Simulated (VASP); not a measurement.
# CaO (P1) in VASP: single point with r2SCAN

Aim: the single point of CaO with r2SCAN.

Program: VASP 6.6.1. These are calculated values, not measurements. Logs are shortened: lines on timing, memory, paths and dates and some standing lists are left out, and cuts for length are marked.

### Step 1. The cell of the first run

The typed cell holds 2 atoms: a = 2.895 Å, b = 2.909 Å, c = 2.897 Å, α = 90.09°, β = 90.32°, γ = 90.78°.

### Step 2. Single point, r2SCAN (atoms moved at random and the cell strained at random)

File POSCAR:

```
CaO
1.0
    2.8950463669     -0.0196877743     -0.0079784168
   -0.0196877743      2.9092674741     -0.0024251481
   -0.0079784168     -0.0024251481      2.8968330609
Ca O
1 1
Direct
    0.0215040900      0.0595005188      0.0383881514
    0.4784959100      0.4404994812      0.4616118486
```

File INCAR.step1:

```
SYSTEM = CaO
PREC = Accurate
ENCUT = 520
ISMEAR = 0
SIGMA = 0.05
LREAL = .False.
LASPH = .True.
NELM = 80
NBANDS = 15
GGA = PE
ALGO = Normal
EDIFF = 1E-4
LWAVE = .True.
LCHARG = .False.
```

File INCAR.step2:

```
SYSTEM = CaO
PREC = Accurate
ENCUT = 520
EDIFF = 1E-7
ISMEAR = 0
SIGMA = 0.05
LREAL = .False.
LASPH = .True.
NELM = 80
ALGO = Normal
ISIF = 2
LWAVE = .False.
LCHARG = .False.
METAGGA = R2SCAN
LMIXTAU = .True.
NBANDS = 15
ISTART = 1
```

File KPOINTS:

```
regular mesh
0
Gamma
  8 8 8
  0 0 0
```

Potentials or basis: VASP PAW PBE potentials, release 64 (Ca_sv, O).

Started as:

```console
$ cat potpaw_PBE.64/Ca_sv/POTCAR potpaw_PBE.64/O/POTCAR > POTCAR
$ cp INCAR.step1 INCAR
$ mpirun -np 1 vasp_std > vasp.out
$ cp INCAR.step2 INCAR
$ mpirun -np 1 vasp_std > vasp.out
```

OUTCAR:

```text
SYSTEM = CaO
   PREC = Accurate
   ENCUT = 520
   EDIFF = 1E-7
   ISMEAR = 0
   LREAL = .False.
   LASPH = .True.
   NELM = 80
   ISIF = 2
   METAGGA = R2SCAN
   ISTART = 1

 ion  position               nearest neighbor table
   1  0.022  0.060  0.038-   2 2.10   2 2.30   2 2.40   2 2.55   2 2.56
   2  0.478  0.440  0.462-   1 2.10   1 2.30   1 2.40   1 2.55   1 2.56

  LATTYP: Found a triclinic cell.
 ALAT       =     2.9093351003
 B/A-ratio  =     1.4123463566
 C/A-ratio  =     1.7147863867
 COS(alpha) =     0.0002159596
 COS(beta)  =     0.5743318745
 COS(gamma) =     0.7092063398

  Lattice vectors:

 A1 = (   0.0196877743,  -2.9092674741,   0.0024251481)
 A2 = (   0.0117093575,  -2.9116926222,   2.8992582090)
 A3 = (  -2.8673801758,  -2.8871545517,  -2.8864294960)

Analysis of symmetry for initial positions (statically):
=====================================================================
 Subroutine PRICEL returns:
 Original cell was already a primitive cell.

 Routine SETGRP: Setting up the symmetry group for a
 triclinic supercell.

 Subroutine GETGRP returns: Found  1 space group operations
 (whereof  1 operations were pure point group operations)
 out of a pool of  2 trial point group operations.

The static configuration has the point symmetry C_1 .

Analysis of symmetry for dynamics (positions and initial velocities):
=====================================================================
 Subroutine PRICEL returns:
 Original cell was already a primitive cell.

 Routine SETGRP: Setting up the symmetry group for a
 triclinic supercell.

 Subroutine GETGRP returns: Found  1 space group operations
 (whereof  1 operations were pure point group operations)
 out of a pool of  2 trial point group operations.

The dynamic configuration has the point symmetry C_1 .

 Subroutine INISYM returns: Found  1 space group operations
 (whereof  1 operations are pure point group operations),
 and found     1 'primitive' translations

----------------------------------------------------------------------------------------

                                     Primitive cell

  volume of cell :      24.3971

  direct lattice vectors                    reciprocal lattice vectors
     2.895046367 -0.019687774 -0.007978417     0.345436141  0.002338451  0.000953353
    -0.019687774  2.909267474 -0.002425148     0.002338451  0.343745208  0.000294214
    -0.007978417 -0.002425148  2.896833061     0.000953353  0.000294214  0.345207438

  length of vectors
     2.895124303  2.909335100  2.896845063     0.345445372  0.343753288  0.345208880

  position of ions in fractional coordinates (direct lattice)
     0.021504090  0.059500519  0.038388151
     0.478495910  0.440499481  0.461611849

  ion indices of the primitive-cell ions
   primitive index   ion index
                 1           1
                 2           2

----------------------------------------------------------------------------------------

 KPOINTS: regular mesh

Automatic generation of k-mesh.
 Grid dimensions read from file:
 generate k-points for:    8    8    8

 Generating k-lattice:

  Cartesian coordinates                     Fractional coordinates (reciprocal lattice)
     0.043179518  0.000292306  0.000119169     0.125000000  0.000000000  0.000000000
     0.000292306  0.042968151  0.000036777     0.000000000  0.125000000  0.000000000
     0.000119169  0.000036777  0.043150930     0.000000000  0.000000000  0.125000000

  Length of vectors
     0.043180671  0.042969161  0.043151110

  Shift w.r.t. Gamma in fractional coordinates (k-lattice)
     0.000000000  0.000000000  0.000000000

 Subroutine IBZKPT returns following result:
 ===========================================

 Found    260 irreducible k-points:

 Following reciprocal coordinates:
            Coordinates               Weight
  0.000000  0.000000  0.000000      1.000000
  0.125000 -0.000000  0.000000      2.000000
  0.250000 -0.000000  0.000000      2.000000
  0.375000 -0.000000  0.000000      2.000000
  0.500000 -0.000000  0.000000      1.000000
 -0.000000  0.125000 -0.000000      2.000000
[... 16 lines left out ...]
  0.125000  0.375000  0.000000      2.000000
  0.250000  0.375000  0.000000      2.000000
 [... further k-points ...]
   k-points           NKPTS =    260   k-points in BZ     NKDIM =    260   number of bands    NBANDS=     15
   number of dos      NEDOS =    301   number of ions     NIONS =      2
   total plane-waves  NPLWV =  13824
   dimension x,y,z NGX =    24 NGY =   24 NGZ =   24
   dimension x,y,z NGXF=    48 NGYF=   48 NGZF=   48
   ions per type =               1   1
   NGX,Y,Z   is equivalent  to a cutoff of  13.78, 13.71, 13.77 a.u.
   NGXF,Y,Z  is equivalent  to a cutoff of  27.56, 27.43, 27.55 a.u.
 SYSTEM =  CaO
   PREC   = accura    normal or accurate (medium, high low for compatibility)
   ISTART =      1    job   : 0-new  1-cont  2-samecut
   ICHARG =      0    charge: 1-file 2-atom 10-const
   ISPIN  =      1    spin polarized calculation?
   LNONCOLLINEAR =      F non collinear calculations
   LSORBIT =      F    spin-orbit coupling
   LASPH  =      T    aspherical Exc in radial PAW
   ENCUT  =  520.0 eV  38.22 Ry    6.18 a.u.   5.38  5.41  5.39*2*pi/ulx,y,z
   NELM   =     80;   NELMIN=  2; NELMDL=  0     # of ELM steps
   EDIFF  = 0.1E-06   stopping-criterion for ELM
   LREAL  =      F    real-space projection
   EDIFFG = 0.1E-05   stopping-criterion for IOM
   NSW    =      0    number of steps for IOM
   IBRION =     -1    ionic relax: 0-MD 1-quasi-New 2-CG
   NFREE  =      0    steps in history (QN), initial steepest desc. (CG)
   ISIF   =      2    stress and relaxation
   ISYM   =      2    0-nonsym 1-usesym 2-fastsym
   POTIM  = 0.5000    time-step for ionic-motion
   TEBEG  =    0.0;   TEEND  =   0.0 temperature during run
   PSTRESS=    0.0 pullay stress
   NELECT =      16.0000    total number of electrons
   NUPDOWN=      -1.0000    fix difference up-down
   EMIN   =  10.00;   EMAX   =-10.00  energy-range for DOS
   EFERMI =   0.00;   METHOD = LEGACY
   ISMEAR =     0;   SIGMA  =   0.05  broadening in eV -4-tet -1-fermi 0-gaus
   EFERMI_NEDOS =   21; number of points for ismear=-14 and -15
   IALGO  =     38    algorithm
   IMIX   =      4    mixing-type and parameters
     AMIX     =   0.40;   BMIX     =  1.00
     AMIX_MAG =   1.60;   BMIX_MAG =  1.00
  volume/ion in A,a.u.               =      12.20        82.32
  Fermi-wavevector in a.u.,A,eV,Ry     =   1.422335  2.687823 27.525076  2.023036
  Thomas-Fermi vector in A             =   2.543049
   LORBIT       =      0    0 simple, 1 ext, 2 COOP (PROOUT), +10 PAW based schemes
   METAGGA = R2SCAN    functional components
   LHFCALC =     F    Hartree Fock is set to
   AEXX    =    0.0000 exact exchange contribution
   IVDW    =     0    specifies the selected vdW correction
   LEPSILON=     F    determine dielectric tensor
   LRPA    =     F    only Hartree local field effects (RPA)
 non-spin polarized calculation
 Gauss-broadening in eV      SIGMA  =   0.05
  energy-cutoff  :      520.00
  volume of cell :       24.40
 maximum number of plane-waves:       676
 NGX is ok and might be reduce to    24
   NGX = 11   NGY = 11   NGZ = 11

 number of electron      15.9999999 magnetization

 Free energy of the ion-electron system (eV)
  ---------------------------------------------------
  ext. energy  EPLUGINS =         0.00000000
  ---------------------------------------------------
  free energy    TOTEN  =       -18.27766190 eV

  energy without entropy =      -18.27766190  energy(sigma->0) =      -18.27766190

 E-fermi :   3.7258     XC(G=0): -11.8402

 val. band max:        3.4618979312   @ k =   0.5000  -0.0000   0.5000
 cond. band min:       7.8513728846   @ k =   0.0000   0.0000   0.0000
 fundamental gap:      4.3894749534
 Fermi energy:         3.7257739267

 k-point     1 :       0.0000    0.0000    0.0000
  band No.  band energies     occupation
      1     -36.6011      2.00000
      2     -16.4848      2.00000
      3     -16.1805      2.00000
      4     -16.1580      2.00000
      5     -13.3520      2.00000
      6       2.7078      2.00000
      7       3.0362      2.00000
      8       3.3545      2.00000
      9       7.8514      0.00000
     10       8.5178      0.00000
     11       9.7061      0.00000
     12      13.2925      0.00000
     13      13.3545      0.00000
     14      13.4707      0.00000
     15      22.3335      0.00000

 k-point     2 :       0.1250   -0.0000    0.0000
  band No.  band energies     occupation
      1     -36.5745      2.00000
      2     -16.6927      2.00000
      3     -16.2482      2.00000
      4     -16.1581      2.00000
      5     -13.1054      2.00000
      6       2.4367      2.00000
      7       2.8098      2.00000
      8       3.3317      2.00000
      9       8.2148      0.00000
     10       8.5348      0.00000
     11      10.2956      0.00000
     12      13.0812      0.00000
     13      13.1777      0.00000
     14      13.7126      0.00000
     15      22.1367      0.00000

 k-point     3 :       0.2500   -0.0000    0.0000
  band No.  band energies     occupation
      1     -36.5096      2.00000
      2     -17.2990      2.00000
      3     -16.2140      2.00000
      4     -16.1128      2.00000
      5     -12.6336      2.00000
      6       1.3845      2.00000
      7       2.9398      2.00000
      8       3.1566      2.00000
      9       8.3094      0.00000
     10       9.5079      0.00000
     11      11.4823      0.00000
     12      12.6422      0.00000
     13      13.1539      0.00000
     14      14.0192      0.00000
     15      21.5387      0.00000
[... 343 lines left out ...]
 k-point    23 :       0.1250    0.3750    0.0000
  band No.  band energies     occupation
      1     -36.4308      2.00000
      2     -17.6775      2.00000
      3     -16.2991      2.00000
      4     -16.0691      2.00000
      5     -12.3755      2.00000
      6       0.5723      2.00000
      7       2.5957      2.00000
      8       3.1185      2.00000
      9       8.5897      0.00000
     10      11.5003      0.00000
     11      11.7323      0.00000
     12      12.5593      0.00000
     13      13.3579      0.00000
     14      14.7471      0.00000
     15      19.8983      0.00000

 k-point    24 :       0.2500    0.3750    0.0000
  band No.  band energies     occupation
      1     -36.3712      2.00000
      2     -17.5213      2.00000
      3     -16.7601      2.00000
      4     -16.0261      2.00000
      5     -12.4050      2.00000
      6       0.9663      2.00000
      7       2.0775      2.00000
      8       3.2068      2.00000
      9       9.0256      0.00000
     10      10.7596      0.00000
     11      11.7055      0.00000
     12      12.3070      0.00000
     13      13.1194      0.00000
     14      15.5691      0.00000
     15      20.3993      0.00000

 [... further k-points ...]
[... 5 lines left out ...]
  --------------------------------------------------------------------------------------
  -------------------------------------------------------------------------------------
  Total        1.9141658      1.5067376      1.7865955      0.7289325      1.1011450      0.6224458
  in kB      125.7045765     98.9484906    117.3269501     47.8694945     72.3129423     40.8764423
  external PRESSURE =     113.9933391 kB  Pullay stress =       0.0000000 kB

 VOLUME and BASIS-vectors are now :
 -----------------------------------------------------------------------------
  energy-cutoff  :      520.00
  volume of cell :       24.40
      direct lattice vectors                 reciprocal lattice vectors
     2.895046367 -0.019687774 -0.007978417     0.345436141  0.002338451  0.000953353
    -0.019687774  2.909267474 -0.002425148     0.002338451  0.343745208  0.000294214
    -0.007978417 -0.002425148  2.896833061     0.000953353  0.000294214  0.345207438

 POSITION                                       TOTAL-FORCE (eV/Angst)
 -----------------------------------------------------------------------------------
      0.06078      0.17259      0.11089        -0.662221     -1.057624     -0.887703
      1.37291      1.27099      1.33233         0.662221      1.057624      0.887703
 -----------------------------------------------------------------------------------
    total drift:                               -0.000837      0.000915      0.000953

  FREE ENERGIE OF THE ION-ELECTRON SYSTEM (eV)
  ---------------------------------------------------
  free  energy   TOTEN  =       -18.2776618980 eV

  energy  without entropy=      -18.2776618980  energy(sigma->0) =      -18.27766190
```

Run time: 1.9 min. Hardware: 1 thread of Intel Xeon Platinum 8559C (Emerald Rapids), shared host; peak memory 0.22 GiB.

What came out:

```yaml
Free_energy: -18.2777 eV
Pressure: 11.4 GPa
Largest_force: 1.531 eV/Å
Band_gap_on_the_k_mesh: 4.39 eV, indirect (least direct gap 4.50 eV)
```

Forces in eV/Å, atoms in the order of the input:
```
Ca  -0.662 -1.058 -0.888
O    0.662  1.058  0.888
```

Caveat: the cell differs from its parent crystal (atoms moved at random and the cell strained at random); the PAW data sets were made with another functional, which shifts forces and pressure a little.
